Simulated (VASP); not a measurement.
Wanted: the native input for a VASP 6.6.1 run.

- Task: single point
- Functional: BLYP
- Potentials or basis: VASP PAW PBE potentials, release 64 (Li_sv)
- Cutoff: 520 eV
- k mesh: 11 × 11 × 11
- Occupations: fermi-dirac, width 0.05 eV
- Spin: no spin polarisation
- Dipole correction: no
- Further INCAR settings: ALGO = Normal; EDIFF = 1e-06; NBANDS = 8

The structure of Li lies in POSCAR:

```
Li
1.0
   -1.7109892621      1.7109892621      1.7109892621
    1.7109892621     -1.7109892621      1.7109892621
    1.7109892621      1.7109892621     -1.7109892621
Li
1
Direct
    0.0000000000      0.0000000000      0.0000000000
```

The input as run:

INCAR

```
SYSTEM = Li
PREC = Accurate
ENCUT = 520
EDIFF = 1E-6
ISMEAR = -1
SIGMA = 0.05
LREAL = .False.
LASPH = .True.
NELM = 60
ALGO = Normal
ISIF = 2
LWAVE = .False.
LCHARG = .False.
GGA = B5
ALDAX = 1.0
AGGAX = 1.0
AGGAC = 1.0
ALDAC = 0.0
NBANDS = 8
```

KPOINTS

```
regular mesh
0
Gamma
  11 11 11
  0 0 0
```

Potentials or basis: VASP PAW PBE potentials, release 64 (Li_sv).

Command:

```bash
$ cat potpaw_PBE.64/Li_sv/POTCAR > POTCAR
$ mpirun -np 1 vasp_std > vasp.out
```

It took 4.6 s on 1 thread of Intel(R) Xeon(R) Platinum 8488C (Sapphire Rapids), with other jobs on the host, peak memory 0.13 GiB.
